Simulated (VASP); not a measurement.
# Ti5Si2S (I4/mcm) in VASP: single point with PBE

Aim: the single point of Ti5Si2S with PBE.

Program: VASP 6.6.1. These are calculated values, not measurements. Logs are shortened: lines on timing, memory, paths and dates and some standing lists are left out, and cuts for length are marked.

## (1) The cell of the first run

The structure is tetragonal, space group I4/mcm (No. 140). The conventional cell has a = 6.399 Å, b = 6.399 Å, c = 11.711 Å, α = 90.00°, β = 90.00°, γ = 90.00°. Within 3.3 Å of Ti (site symmetry 4/m) lie 4 Si at 2.50 Å and 2 S at 2.93 Å and 8 Ti at 2.98 Å. Ti (site symmetry m) has 3 Si at 2.55 to 2.61 Å and 2 S at 2.65 Å and 10 Ti at 2.77 to 3.38 Å within 3.4 Å. Within 3.2 Å of Si (site symmetry m2m) lie 1 Si at 2.40 Å and 8 Ti at 2.50 to 2.61 Å. S (site symmetry 422) has 10 Ti at 2.65 to 2.93 Å within 3.5 Å.

## (2) Single point, PBE

INCAR reads:

```
PREC = Accurate
ENCUT = 520
EDIFF = 1E-6
ISMEAR = 0
SIGMA = 0.2
LREAL = Auto
LASPH = T
NELM = 80
ALGO = Normal
ISIF = 2
LWAVE = F
LCHARG = F
GGA = PE
NBANDS = 88
```

KPOINTS reads:

```
regular mesh
0
Gamma
  4 4 4
```

POSCAR reads:

```
Ti5Si2S
1.0
    6.3993351620      0.0000000000      0.0000000000
    0.0000000000      6.3993351620      0.0000000000
   -3.1996675810     -3.1996675810      5.8556127254
Ti Si S
10 4 2
Direct
    0.0000000000      0.0000000000      1.0000000000
    0.5000000000      0.5000000000      1.0000000000
    0.0133017471      0.5133017471      0.6967464220
    0.3165553250      0.8165553250      0.3032535780
    0.1834446750      0.0133017471      0.6967464220
    0.5133017471      0.6834446750      0.6967464220
    0.8165553250      0.9866982529      0.3032535780
    0.4866982529      0.3165553250      0.3032535780
    0.9866982529      0.4866982529      0.3032535780
    0.6834446750      0.1834446750      0.6967464220
    0.8673954138      0.6326045862      0.0000000000
    0.1326045862      0.3673954138      0.0000000000
    0.6326045862      0.1326045862      0.0000000000
    0.3673954138      0.8673954138      1.0000000000
    0.7500000000      0.7500000000      0.5000000000
    0.2500000000      0.2500000000      0.5000000000
```

Potentials or basis: VASP PAW PBE potentials, release 64 (Ti_sv, Si, S).

Started as:

```bash
> cat potpaw_PBE.64/Ti_sv/POTCAR potpaw_PBE.64/Si/POTCAR potpaw_PBE.64/S/POTCAR > POTCAR
> mpirun -np 1 vasp_std > vasp.out
```

OUTCAR:

```text
PREC = Accurate
   ENCUT = 520
   EDIFF = 1E-6
   ISMEAR = 0
   LREAL = Auto
   LASPH = T
   NELM = 80
   ISIF = 2
   GGA = PE

 ion  position               nearest neighbor table
   1  0.000  0.000  0.000-  11 2.50  12 2.50  13 2.50  14 2.50
   2  0.500  0.500  0.000-  11 2.50  12 2.50  13 2.50  14 2.50
   3  0.013  0.513  0.697-  14 2.55  12 2.61  11 2.61  15 2.65  16 2.65   9 2.77
   4  0.317  0.817  0.303-  14 2.55  12 2.61  11 2.61  15 2.65  16 2.65  10 2.77
   5  0.183  0.013  0.697-  12 2.55  13 2.61  14 2.61  16 2.65  15 2.65   7 2.77
   6  0.513  0.683  0.697-  11 2.55  13 2.61  14 2.61  15 2.65  16 2.65   8 2.77
   7  0.817  0.987  0.303-  11 2.55  14 2.61  13 2.61  15 2.65  16 2.65   5 2.77
   8  0.487  0.317  0.303-  12 2.55  14 2.61  13 2.61  16 2.65  15 2.65   6 2.77
   9  0.987  0.487  0.303-  13 2.55  12 2.61  11 2.61  15 2.65  16 2.65   3 2.77
  10  0.683  0.183  0.697-  13 2.55  12 2.61  11 2.61  15 2.65  16 2.65   4 2.77
  11  0.867  0.633  0.000-  12 2.40   2 2.50   1 2.50   7 2.55   6 2.55  10 2.61   4 2.61   3 2.61
                             9 2.61
  12  0.133  0.367  0.000-  11 2.40   2 2.50   1 2.50   8 2.55   5 2.55  10 2.61   4 2.61   3 2.61
                             9 2.61
  13  0.633  0.133  0.000-  14 2.40   2 2.50   1 2.50   9 2.55  10 2.55   6 2.61   5 2.61   8 2.61
                             7 2.61
  14  0.367  0.867  0.000-  13 2.40   2 2.50   1 2.50   3 2.55   4 2.55   8 2.61   7 2.61   6 2.61
                             5 2.61
  15  0.750  0.750  0.500-   6 2.65   7 2.65   3 2.65   9 2.65   4 2.65  10 2.65   5 2.65   8 2.65

  16  0.250  0.250  0.500-   5 2.65   8 2.65   3 2.65   9 2.65   4 2.65  10 2.65   7 2.65   6 2.65

  LATTYP: Found a body centered tetragonal cell.
 ALAT       =     6.3993351620
 C/A-ratio  =     1.8300690860

  Lattice vectors:

 A1 = (   3.1996675810,  -3.1996675810,  -5.8556127254)
 A2 = (  -3.1996675810,   3.1996675810,  -5.8556127254)
 A3 = (   3.1996675810,   3.1996675810,   5.8556127254)

Analysis of symmetry for initial positions (statically):
=====================================================================
 Subroutine PRICEL returns:
 Original cell was already a primitive cell.

 Routine SETGRP: Setting up the symmetry group for a
 body centered tetragonal supercell.

 Subroutine GETGRP returns: Found 16 space group operations
 (whereof  8 operations were pure point group operations)
 out of a pool of 16 trial point group operations.

The static configuration has the point symmetry C_4h.
 The point group associated with its full space group is D_4h.

Analysis of symmetry for dynamics (positions and initial velocities):
=====================================================================
 Subroutine PRICEL returns:
 Original cell was already a primitive cell.

 Routine SETGRP: Setting up the symmetry group for a
 body centered tetragonal supercell.

 Subroutine GETGRP returns: Found 16 space group operations
 (whereof  8 operations were pure point group operations)
 out of a pool of 16 trial point group operations.

The dynamic configuration has the point symmetry C_4h.
 The point group associated with its full space group is D_4h.

 Subroutine INISYM returns: Found 16 space group operations
 (whereof  8 operations are pure point group operations),
 and found     1 'primitive' translations

----------------------------------------------------------------------------------------

                                     Primitive cell

  volume of cell :     239.7961

  direct lattice vectors                    reciprocal lattice vectors
     6.399335162  0.000000000  0.000000000     0.156266233  0.000000000  0.085388161
     0.000000000  6.399335162  0.000000000     0.000000000  0.156266233  0.085388161
    -3.199667581 -3.199667581  5.855612725     0.000000000  0.000000000  0.170776321

  length of vectors
     6.399335162  6.399335162  7.400266593     0.178073787  0.178073787  0.170776321

  position of ions in fractional coordinates (direct lattice)
     0.000000000  0.000000000  0.000000000
     0.500000000  0.500000000  0.000000000
     0.013301747  0.513301747  0.696746422
     0.316555325  0.816555325  0.303253578
     0.183444675  0.013301747  0.696746422
     0.513301747  0.683444675  0.696746422
[... 8 lines left out ...]
     0.750000000  0.750000000  0.500000000
     0.250000000  0.250000000  0.500000000

  ion indices of the primitive-cell ions
   primitive index   ion index
                 1           1
                 2           2
                 3           3
                 4           4
                 5           5
                 6           6
[... 8 lines left out ...]
                15          15
                16          16

----------------------------------------------------------------------------------------

 KPOINTS: regular mesh

Automatic generation of k-mesh.
 Grid dimensions read from file:
 generate k-points for:    4    4    4

 Generating k-lattice:

  Cartesian coordinates                     Fractional coordinates (reciprocal lattice)
     0.039066558  0.000000000  0.021347040     0.250000000  0.000000000  0.000000000
     0.000000000  0.039066558  0.021347040     0.000000000  0.250000000  0.000000000
     0.000000000  0.000000000  0.042694080     0.000000000  0.000000000  0.250000000

  Length of vectors
     0.044518447  0.044518447  0.042694080

  Shift w.r.t. Gamma in fractional coordinates (k-lattice)
     0.000000000  0.000000000  0.000000000

 Subroutine IBZKPT returns following result:
 ===========================================

 Found     13 irreducible k-points:

 Following reciprocal coordinates:
            Coordinates               Weight
  0.000000  0.000000  0.000000      1.000000
  0.250000  0.000000  0.000000      8.000000
  0.500000  0.000000  0.000000      4.000000
  0.250000  0.250000  0.000000      8.000000
  0.500000  0.250000  0.000000     16.000000
 -0.250000  0.250000  0.000000      4.000000
  0.500000  0.500000  0.000000      2.000000
  0.000000  0.000000  0.250000      2.000000
  0.250000  0.000000  0.250000      8.000000
  0.500000  0.000000  0.250000      4.000000
  0.250000  0.250000  0.250000      4.000000
  0.500000  0.500000  0.250000      2.000000
  0.000000  0.000000  0.500000      1.000000
   k-points           NKPTS =     13   k-points in BZ     NKDIM =     13   number of bands    NBANDS=     88
   number of dos      NEDOS =    301   number of ions     NIONS =     16
   total plane-waves  NPLWV = 129024
   dimension x,y,z NGX =    48 NGY =   48 NGZ =   56
   dimension x,y,z NGXF=    96 NGYF=   96 NGZF=  112
   ions per type =              10   4   2
   NGX,Y,Z   is equivalent  to a cutoff of  12.47, 12.47, 12.58 a.u.
   NGXF,Y,Z  is equivalent  to a cutoff of  24.94, 24.94, 25.16 a.u.
 SYSTEM =  unknown system
   PREC   = accura    normal or accurate (medium, high low for compatibility)
   ISTART =      0    job   : 0-new  1-cont  2-samecut
   ICHARG =      2    charge: 1-file 2-atom 10-const
   ISPIN  =      1    spin polarized calculation?
   LNONCOLLINEAR =      F non collinear calculations
   LSORBIT =      F    spin-orbit coupling
   LASPH  =      T    aspherical Exc in radial PAW
   ENCUT  =  520.0 eV  38.22 Ry    6.18 a.u.  11.90 11.90 13.76*2*pi/ulx,y,z
   NELM   =     80;   NELMIN=  2; NELMDL= -5     # of ELM steps
   EDIFF  = 0.1E-05   stopping-criterion for ELM
   LREAL  =      T    real-space projection
   EDIFFG = 0.1E-04   stopping-criterion for IOM
   NSW    =      0    number of steps for IOM
   IBRION =     -1    ionic relax: 0-MD 1-quasi-New 2-CG
   NFREE  =      0    steps in history (QN), initial steepest desc. (CG)
   ISIF   =      2    stress and relaxation
   ISYM   =      2    0-nonsym 1-usesym 2-fastsym
   POTIM  = 0.5000    time-step for ionic-motion
   TEBEG  =    0.0;   TEEND  =   0.0 temperature during run
   PSTRESS=    0.0 pullay stress
   NELECT =     148.0000    total number of electrons
   NUPDOWN=      -1.0000    fix difference up-down
   EMIN   =  10.00;   EMAX   =-10.00  energy-range for DOS
   EFERMI =   0.00;   METHOD = LEGACY
   ISMEAR =     0;   SIGMA  =   0.20  broadening in eV -4-tet -1-fermi 0-gaus
   EFERMI_NEDOS =   21; number of points for ismear=-14 and -15
   IALGO  =     38    algorithm
   IMIX   =      4    mixing-type and parameters
     AMIX     =   0.40;   BMIX     =  1.00
     AMIX_MAG =   1.60;   BMIX_MAG =  1.00
  volume/ion in A,a.u.               =      14.99       101.14
  Fermi-wavevector in a.u.,A,eV,Ry     =   1.393846  2.633987 26.433480  1.942806
  Thomas-Fermi vector in A             =   2.517452
   LORBIT       =      0    0 simple, 1 ext, 2 COOP (PROOUT), +10 PAW based schemes
   GGA     = PE    functional components
   LHFCALC =     F    Hartree Fock is set to
   AEXX    =    0.0000 exact exchange contribution
   IVDW    =     0    specifies the selected vdW correction
   LEPSILON=     F    determine dielectric tensor
   LRPA    =     F    only Hartree local field effects (RPA)
 non-spin polarized calculation
 Gauss-broadening in eV      SIGMA  =   0.20
  energy-cutoff  :      520.00
  volume of cell :      239.80
 maximum number of plane-waves:      6505
   NGX = 23   NGY = 23   NGZ = 27

 number of electron     148.0000000 magnetization

 Free energy of the ion-electron system (eV)
  ---------------------------------------------------
  ext. energy  EPLUGINS =         0.00000000
  ---------------------------------------------------
  free energy    TOTEN  =      -121.66605434 eV

  energy without entropy =     -121.45491987  energy(sigma->0) =     -121.56048711

 E-fermi :   9.5708     XC(G=0): -11.7816

 val. band max:        9.5385311365   @ k =   0.2500   0.0000   0.0000
 cond. band min:       9.5807165787   @ k =   0.0000   0.0000   0.5000
 fundamental gap:      0.0421854422
 Fermi energy:         9.5708102125

 k-point     1 :       0.0000    0.0000    0.0000
  band No.  band energies     occupation
      1     -47.0570      2.00000
      2     -47.0241      2.00000
      3     -47.0225      2.00000
      4     -47.0225      2.00000
      5     -47.0035      2.00000
      6     -46.9999      2.00000
[... 78 lines left out ...]
     85      11.2790      0.00000
     86      11.2844      0.00000

 k-point     2 :       0.2500    0.0000    0.0000
  band No.  band energies     occupation
      1     -47.0527      2.00000
      2     -47.0296      2.00000
      3     -47.0240      2.00000
      4     -47.0229      2.00000
      5     -46.9989      2.00000
      6     -46.9983      2.00000
[... 968 lines left out ...]
     85      11.5129      0.00000
     86      11.5242      0.00000

 k-point    13 :       0.0000    0.0000    0.5000
  band No.  band energies     occupation
      1     -47.0525      2.00000
      2     -47.0243      2.00000
      3     -47.0243      2.00000
      4     -47.0223      2.00000
      5     -47.0054      2.00000
      6     -47.0047      2.00000
[... 78 lines left out ...]
     85      11.0772      0.00000
     86      11.0967      0.00000
 [bands above 86 left out]

------------------------ aborting loop because EDIFF is reached ----------------------------------------

  FORCE on cell =-STRESS in cart. coord.  units (eV):
  Direction    XX          YY          ZZ          XY          YZ          ZX
  --------------------------------------------------------------------------------------
  -------------------------------------------------------------------------------------
  Total        0.0783740      0.0783740     -0.1018359      0.0000000     -0.0000000      0.0000000
  in kB        0.5236491      0.5236491     -0.6804080      0.0000000     -0.0000000      0.0000000
  external PRESSURE =       0.1222967 kB  Pullay stress =       0.0000000 kB

 VOLUME and BASIS-vectors are now :
 -----------------------------------------------------------------------------
  energy-cutoff  :      520.00
  volume of cell :      239.80
      direct lattice vectors                 reciprocal lattice vectors
     6.399335162  0.000000000  0.000000000     0.156266233  0.000000000  0.085388161
     0.000000000  6.399335162  0.000000000     0.000000000  0.156266233  0.085388161
    -3.199667581 -3.199667581  5.855612725     0.000000000  0.000000000  0.170776321

 POSITION                                       TOTAL-FORCE (eV/Angst)
 -----------------------------------------------------------------------------------
      0.00000      0.00000      0.00000        -0.000000      0.000000     -0.000000
      3.19967      3.19967      0.00000        -0.000000      0.000000     -0.000000
     -2.14423      1.05543      4.07988        -0.005081     -0.005081      0.019442
      1.05543      4.25510      1.77574        -0.005081     -0.005081     -0.019442
     -1.05543     -2.14423      4.07988         0.005081     -0.005081      0.019442
      1.05543      2.14423      4.07988        -0.005081      0.005081      0.019442
[... 8 lines left out ...]
      3.19967      3.19967      2.92781        -0.000000      0.000000      0.000000
      0.00000      0.00000      2.92781        -0.000000      0.000000     -0.000000
 -----------------------------------------------------------------------------------
    total drift:                                0.000000      0.000000      0.000000

  FREE ENERGIE OF THE ION-ELECTRON SYSTEM (eV)
  ---------------------------------------------------
  free  energy   TOTEN  =      -121.6660543433 eV

  energy  without entropy=     -121.4549198731  energy(sigma->0) =     -121.56048711
```

Wall time 6.1 min (1 thread of Intel Xeon 6975P-C (Granite Rapids), shared host); peak memory 0.42 GiB.

What came out:

```yaml
Free_energy: -121.6661 eV
Pressure: 0.0 GPa
Largest_force: 0.029 eV/Å
Band_gap_on_the_k_mesh: zero (band 74 reaches 9.90 eV, above the bottom of band 75 at 9.48 eV)
```

Forces on the atoms (eV/Å):
```
Ti   0.000  0.000  0.000
Ti   0.000  0.000  0.000
Ti  -0.005 -0.005  0.019
Ti  -0.005 -0.005 -0.019
Ti   0.005 -0.005  0.019
Ti  -0.005  0.005  0.019
Ti  -0.005  0.005 -0.019
Ti   0.005 -0.005 -0.019
Ti   0.005  0.005 -0.019
Ti   0.005  0.005  0.019
Si   0.021 -0.021  0.000
Si  -0.021  0.021  0.000
Si  -0.021 -0.021  0.000
Si   0.021  0.021  0.000
S    0.000  0.000  0.000
S    0.000  0.000  0.000
```
